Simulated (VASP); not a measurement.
A run of VASP 6.6.1:

File INCAR:

```
SYSTEM = GaP
PREC = Accurate ; ENCUT = 520
EDIFF = 1E-6 ; ISMEAR = 0
SIGMA = 0.05 ; LREAL = .FALSE.
LASPH = .TRUE. ; NELM = 80
ALGO = Normal ; ISIF = 2
LWAVE = .FALSE. ; LCHARG = .FALSE.
GGA = PE ; NBANDS = 16
```

The input KPOINTS:

```
Automatic mesh
0
G
  6 6 6
  0 0 0
```

POSCAR

```
GaP
1.0
    0.0000000000      2.7444220656      2.7444220656
    2.7444220656      0.0000000000      2.7444220656
    2.7444220656      2.7444220656      0.0000000000
Ga P
1 1
Direct
    0.0000000000      0.0000000000      0.0000000000
    0.7500000000      0.7500000000      0.7500000000
```

Potentials or basis: VASP PAW PBE potentials, release 64 (Ga_d, P).

Launch:

```bash
$ cat potpaw_PBE.64/Ga_d/POTCAR potpaw_PBE.64/P/POTCAR > POTCAR
$ mpirun -np 1 vasp_std > vasp.out
```

Hardware: 1 thread of Intel(R) Xeon(R) 6975P-C (Granite Rapids), on a shared host.

Estimate the wall time of this run.

Wall time 6.7 s on 1 thread of Intel(R) Xeon(R) 6975P-C (Granite Rapids) (shared host), peak memory 0.16 GiB. Counts: scf iterations 12, k points 16.
